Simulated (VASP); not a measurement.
# Te5W (F-43m) in VASP: notebook

The runs below take Te5W through single point, with PBE.

All numbers are computed with VASP 6.6.1; they aren't measurements. Logs are shortened: lines on timing, memory, paths and dates and some standing lists are left out, and cuts for length are marked.

**1. The cell of the first run**

It takes space group F-43m (No. 216, cubic). Conventional cell: a = 9.586 Å, b = 9.586 Å, c = 9.586 Å, α = 90.00°, β = 90.00°, γ = 90.00°. Te (site symmetry 3m) has 1 W at 2.25 Å and 3 Te at 3.11 Å within 3.2 Å. Within 5.3 Å of Te (site symmetry -43m) lie 12 Te at 4.01 Å and 4 W at 4.15 Å. Within 3.0 Å of W (site symmetry -43m) lie 4 Te at 2.25 Å.

The cell was built from a structure type or drawn by symmetry, and may not be a known phase.

**2. Single point, PBE**

INCAR reads:

```
ALGO = Normal
EDIFF = 1E-6
ENCUT = 500
GGA = PE
GGA_COMPAT = False
ISIF = 2
ISMEAR = 0
LASPH = True
LCHARG = False
LREAL = False
LWAVE = False
NBANDS = 31
NELM = 120
PREC = Accurate
SIGMA = 0.1
```

KPOINTS reads:

```
k-points
0
Gamma
  4 4 4
```

POSCAR reads:

```
Te5W
1.0
    0.0000000000      4.7930468500      4.7930468500
    4.7930468500      0.0000000000      4.7930468500
    4.7930468500      4.7930468500      0.0000000000
Te W
5 1
Direct
    0.6353769700      0.6353769700      0.6353769700
    0.6353769700      0.6353769700      0.0938691000
    0.6353769700      0.0938691000      0.6353769700
    0.0938691000      0.6353769700      0.6353769700
    0.2500000000      0.2500000000      0.2500000000
    0.5000000000      0.5000000000      0.5000000000
```

Potentials or basis: VASP PAW PBE potentials, release 64 (Te, W_sv).

Command:

```console
$ cat potpaw_PBE.64/Te/POTCAR potpaw_PBE.64/W_sv/POTCAR > POTCAR
$ mpirun -np 1 vasp_std > vasp.out
```

OUTCAR:

```text
EDIFF = 1E-6
   ENCUT = 500
   GGA = PE
   ISIF = 2
   ISMEAR = 0
   LASPH = True
   LREAL = False
   NELM = 120
   PREC = Accurate

 ion  position               nearest neighbor table
   1  0.635  0.635  0.635-   6 2.25   3 3.11   4 3.11   2 3.11   2 3.67   3 3.67   4 3.67
   2  0.635  0.635  0.094-   6 2.25   3 3.11   4 3.11   1 3.11   1 3.67   3 3.67   4 3.67
   3  0.635  0.094  0.635-   6 2.25   2 3.11   4 3.11   1 3.11   1 3.67   2 3.67   4 3.67
   4  0.094  0.635  0.635-   6 2.25   2 3.11   3 3.11   1 3.11   2 3.67   3 3.67   1 3.67
   5  0.250  0.250  0.250-
   6  0.500  0.500  0.500-   3 2.25   4 2.25   2 2.25   1 2.25

  LATTYP: Found a face centered cubic cell.
 ALAT       =     9.5860937000

  Lattice vectors:

 A1 = (   0.0000000000,   4.7930468500,   4.7930468500)
 A2 = (   4.7930468500,   0.0000000000,   4.7930468500)
 A3 = (   4.7930468500,   4.7930468500,   0.0000000000)

Analysis of symmetry for initial positions (statically):
=====================================================================
 Subroutine PRICEL returns:
 Original cell was already a primitive cell.

 Routine SETGRP: Setting up the symmetry group for a
 face centered cubic supercell.

 Subroutine GETGRP returns: Found 24 space group operations
 (whereof 24 operations were pure point group operations)
 out of a pool of 48 trial point group operations.

The static configuration has the point symmetry T_d .

Analysis of symmetry for dynamics (positions and initial velocities):
=====================================================================
 Subroutine PRICEL returns:
 Original cell was already a primitive cell.

 Routine SETGRP: Setting up the symmetry group for a
 face centered cubic supercell.

 Subroutine GETGRP returns: Found 24 space group operations
 (whereof 24 operations were pure point group operations)
 out of a pool of 48 trial point group operations.

The dynamic configuration has the point symmetry T_d .

 Subroutine INISYM returns: Found 24 space group operations
 (whereof 24 operations are pure point group operations),
 and found     1 'primitive' translations

----------------------------------------------------------------------------------------

                                     Primitive cell
[... 81 lines left out ...]
   NELM   =    120;   NELMIN=  2; NELMDL= -5     # of ELM steps
   EDIFF  = 0.1E-05   stopping-criterion for ELM
   LREAL  =      F    real-space projection
   EDIFFG = 0.1E-04   stopping-criterion for IOM
   NSW    =      0    number of steps for IOM
   IBRION =     -1    ionic relax: 0-MD 1-quasi-New 2-CG
   NFREE  =      0    steps in history (QN), initial steepest desc. (CG)
   ISIF   =      2    stress and relaxation
   ISYM   =      2    0-nonsym 1-usesym 2-fastsym
   POTIM  = 0.5000    time-step for ionic-motion
   TEBEG  =    0.0;   TEEND  =   0.0 temperature during run
   PSTRESS=    0.0 pullay stress
   NELECT =      44.0000    total number of electrons
   NUPDOWN=      -1.0000    fix difference up-down
   EMIN   =  10.00;   EMAX   =-10.00  energy-range for DOS
   EFERMI =   0.00;   METHOD = LEGACY
   ISMEAR =     0;   SIGMA  =   0.10  broadening in eV -4-tet -1-fermi 0-gaus
   EFERMI_NEDOS =   21; number of points for ismear=-14 and -15
   IALGO  =     38    algorithm
   IMIX   =      4    mixing-type and parameters
     AMIX     =   0.40;   BMIX     =  1.00
     AMIX_MAG =   1.60;   BMIX_MAG =  1.00
  volume/ion in A,a.u.               =      36.70       247.69
  Fermi-wavevector in a.u.,A,eV,Ry     =   0.957056  1.808574 12.462342  0.915956
  Thomas-Fermi vector in A             =   2.086040
   LORBIT       =      0    0 simple, 1 ext, 2 COOP (PROOUT), +10 PAW based schemes
   GGA     = PE    functional components
   LHFCALC =     F    Hartree Fock is set to
   AEXX    =    0.0000 exact exchange contribution
   IVDW    =     0    specifies the selected vdW correction
   LEPSILON=     F    determine dielectric tensor
   LRPA    =     F    only Hartree local field effects (RPA)
 non-spin polarized calculation
 Gauss-broadening in eV      SIGMA  =   0.10
  energy-cutoff  :      500.00
  volume of cell :      220.22
 maximum number of plane-waves:      5609
 NGX is ok and might be reduce to    50
   NGX = 25   NGY = 25   NGZ = 25

 number of electron      44.0000002 magnetization

 Free energy of the ion-electron system (eV)
  ---------------------------------------------------
  ext. energy  EPLUGINS =         0.00000000
  ---------------------------------------------------
  free energy    TOTEN  =       -19.87709859 eV

  energy without entropy =      -19.81684208  energy(sigma->0) =      -19.84697034

 E-fermi :   4.3008     XC(G=0):  -8.2954

 val. band max:        4.2648261963   @ k =   0.2500   0.0000   0.0000
 cond. band min:       4.3283365590   @ k =  -0.2500   0.2500   0.0000
 fundamental gap:      0.0635103627
 Fermi energy:         4.3007503145

 k-point     1 :       0.0000    0.0000    0.0000
  band No.  band energies     occupation
      1     -68.9887      2.00000
      2     -33.6527      2.00000
      3     -33.6527      2.00000
      4     -33.6527      2.00000
      5      -8.9763      2.00000
      6      -6.4236      2.00000
[... 261 lines left out ...]
     30       9.2630      0.00000
     31       9.5202      0.00000

------------------------ aborting loop because EDIFF is reached ----------------------------------------

  FORCE on cell =-STRESS in cart. coord.  units (eV):
  Direction    XX          YY          ZZ          XY          YZ          ZX
  --------------------------------------------------------------------------------------
  -------------------------------------------------------------------------------------
  Total       27.5454380     27.5454380     27.5454380      0.0000000      0.0000000      0.0000000
  in kB      200.3988603    200.3988603    200.3988603      0.0000000      0.0000000      0.0000000
  external PRESSURE =     200.3988603 kB  Pullay stress =       0.0000000 kB

 VOLUME and BASIS-vectors are now :
 -----------------------------------------------------------------------------
  energy-cutoff  :      500.00
  volume of cell :      220.22
      direct lattice vectors                 reciprocal lattice vectors
     0.000000000  4.793046850  4.793046850    -0.104317779  0.104317779  0.104317779
     4.793046850  0.000000000  4.793046850     0.104317779 -0.104317779  0.104317779
     4.793046850  4.793046850  0.000000000     0.104317779  0.104317779 -0.104317779

 POSITION                                       TOTAL-FORCE (eV/Angst)
 -----------------------------------------------------------------------------------
      6.09078      6.09078      6.09078         3.785670      3.785670      3.785670
      3.49531      3.49531      6.09078        -3.785670     -3.785670      3.785670
      3.49531      6.09078      3.49531        -3.785670      3.785670     -3.785670
      6.09078      3.49531      3.49531         3.785670     -3.785670     -3.785670
      2.39652      2.39652      2.39652         0.000000      0.000000      0.000000
      4.79305      4.79305      4.79305         0.000000      0.000000     -0.000000
 -----------------------------------------------------------------------------------
    total drift:                               -0.000030     -0.000030     -0.000030

  FREE ENERGIE OF THE ION-ELECTRON SYSTEM (eV)
  ---------------------------------------------------
  free  energy   TOTEN  =       -19.8770985909 eV

  energy  without entropy=      -19.8168420848  energy(sigma->0) =      -19.84697034
```

OSZICAR:

```text
N       E                     dE             d eps       ncg     rms          rms(c)
DAV:   1     0.267920615407E+03    0.26792E+03   -0.19941E+04   568   0.117E+03
DAV:   2    -0.185387412765E+01   -0.26977E+03   -0.26071E+03   623   0.233E+02
DAV:   3    -0.203047423399E+02   -0.18451E+02   -0.18014E+02   601   0.606E+01
DAV:   4    -0.208366578997E+02   -0.53192E+00   -0.53097E+00   688   0.111E+01
DAV:   5    -0.208424920099E+02   -0.58341E-02   -0.58332E-02   643   0.120E+00    0.310E+01
DAV:   6    -0.201718694990E+02    0.67062E+00   -0.29422E+00   549   0.827E+00    0.186E+01
DAV:   7    -0.202287828765E+02   -0.56913E-01   -0.44113E+00   496   0.881E+00    0.742E+00
DAV:   8    -0.199142592095E+02    0.31452E+00   -0.26586E+00   496   0.380E+00    0.282E+00
DAV:   9    -0.198752018419E+02    0.39057E-01   -0.29116E-01   559   0.181E+00    0.181E+00
DAV:  10    -0.198759084741E+02   -0.70663E-03   -0.12457E-02   545   0.493E-01    0.134E+00
DAV:  11    -0.198772944941E+02   -0.13860E-02   -0.14258E-03   496   0.168E-01    0.862E-01
DAV:  12    -0.198769885507E+02    0.30594E-03   -0.31698E-03   517   0.383E-01    0.819E-02
DAV:  13    -0.198770726331E+02   -0.84082E-04   -0.21597E-04   524   0.824E-02    0.109E-01
DAV:  14    -0.198771032045E+02   -0.30571E-04   -0.32303E-05   496   0.291E-02    0.601E-02
DAV:  15    -0.198771006080E+02    0.25965E-05   -0.93593E-06   538   0.170E-02    0.403E-02
DAV:  16    -0.198770986555E+02    0.19525E-05   -0.46873E-06   468   0.110E-02    0.164E-02
DAV:  17    -0.198770985909E+02    0.64563E-07   -0.11930E-06   332   0.603E-03
   1 F= -.19877099E+02 E0= -.19846970E+02  d E =-.602565E-01
```

Wall time 2.8 min (1 thread of Intel Xeon 8259CL, shared host); peak memory 0.35 GiB.

What came out:

- Free energy: -19.8771 eV
- Pressure: 20.0 GPa
- Largest force: 6.557 eV/Å
- Band gap on the k mesh: zero (bands 22 and 23 overlap by 0.79 eV)

Forces on the atoms (eV/Å):
```
Te   3.786  3.786  3.786
Te  -3.786 -3.786  3.786
Te  -3.786  3.786 -3.786
Te   3.786 -3.786 -3.786
Te   0.000  0.000  0.000
W    0.000  0.000  0.000
```

Caveat: the cell stands under pressure; spin-orbit coupling is left out, which moves the levels of the heavy elements; forces of over 1 eV/Å act on the atoms, so gaps and moduli don't describe the material at rest.

(Part 1 of 2 ends here.)
